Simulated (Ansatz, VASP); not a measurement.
Tl in VASP and in Ansatz

Contents of INCAR:

```
SYSTEM = Tl
ALGO     = Normal         ! electronic algorithm
EDIFF    = 1E-6           ! SCF threshold, eV
ENCUT    = 500            ! plane-wave cutoff, eV
GGA      = PE             ! functional
GGA_COMPAT= .False.      
ISIF     = 2              ! what is computed and relaxed
ISMEAR   = 1              ! smearing method
IVDW     = 12             ! dispersion correction
LASPH    = .True.         ! aspherical terms in the spheres
LCHARG   = .False.        ! write CHGCAR
LNONCOLLINEAR= .True.         ! non-collinear magnetism
LORBIT   = 11             ! projections on sites
LREAL    = .False.        ! projectors in reciprocal space
LWAVE    = .False.        ! write WAVECAR
MAGMOM   = 0.289 0.289 0.289 -0.144 -0.144 -0.144 ! initial moments
NBANDS   = 38             ! bands
NELM     = 200            ! most SCF steps
PREC     = Accurate       ! precision mode
SIGMA    = 0.05           ! smearing width, eV
```

The input KPOINTS:

```
k-points
0
Gamma
  9 9 5
  0 0 0
```

The input POSCAR:

```
Tl
1.0
    3.5014788996      0.0000000000      0.0000000000
   -1.7507394498      3.0323696779      0.0000000000
    0.0000000000      0.0000000000      5.5977057061
Tl
2
Direct
    0.6666666667      0.3333333333      0.7500000000
    0.3333333333      0.6666666667      0.2500000000
```

input.yaml

```yaml
crystal:
  lattice:
    - [3.5014788996, 0.0, 0.0]
    - [-1.7507394498, 3.0323696779, 0.0]
    - [0.0, 0.0, 5.5977057061]
  atoms:
    - { symbol: Tl, position: [0.6666666667, 0.3333333333, 0.75], spin: 0.501, spin_axis: [0.289, 0.289, 0.289] }
    - { symbol: Tl, position: [0.3333333333, 0.6666666667, 0.25], spin: 0.249, spin_axis: [-0.144, -0.144, -0.144] }
hamiltonian:
  xc: pbe
  pseudopotentials: { kind: paw }
  dispersion: d3bj
magnetization:
  noncollinear: true
  spin_orbit: false
kpoints:
  mp_grid: { grid: [9, 9, 5] }
scf:
  occupations: { method: cold, width: 0.05 }
output:
  forces: true
  stress: true
  eigenvalues: true
  write_density: true
  write_potential: true
  elf: true
  volumetric_format: npy
```

Alike in both runs: task single point; functional PBE; dispersion D3(BJ); k mesh 9 × 9 × 5; non-collinear spin.

|  | VASP | Ansatz |
| --- | --- | --- |
| version | VASP 6.6.1 | Ansatz 0.2.0 |
| potentials or method | VASP PAW PBE potentials, release 64 (Tl_d) | Ansatz PAW |
| plane-wave cutoff (eV) | 500 | 420 |
| occupations | methfessel-paxton of order 1, width 0.05 eV | cold, width 0.05 eV |
| valence electrons in the cell | 26 | 26 |

Ansatz gave:

- gap on the k mesh at the Fermi level (eV): none
- pressure (GPa): 0.0
- traceless stress, the component that is largest in VASP (GPa): 0.54
- net moment per atom (μB): 0.00

Problem. Estimate VASP's values.

Solution. gap on the k mesh at the Fermi level (eV): none; pressure (GPa): 0.0; traceless stress, the component that is largest in VASP (GPa): 0.43; net moment per atom (μB): 0.00.

A gap of «none» marks a metal or a gap that the smearing closes.

Spin-orbit coupling is off throughout.
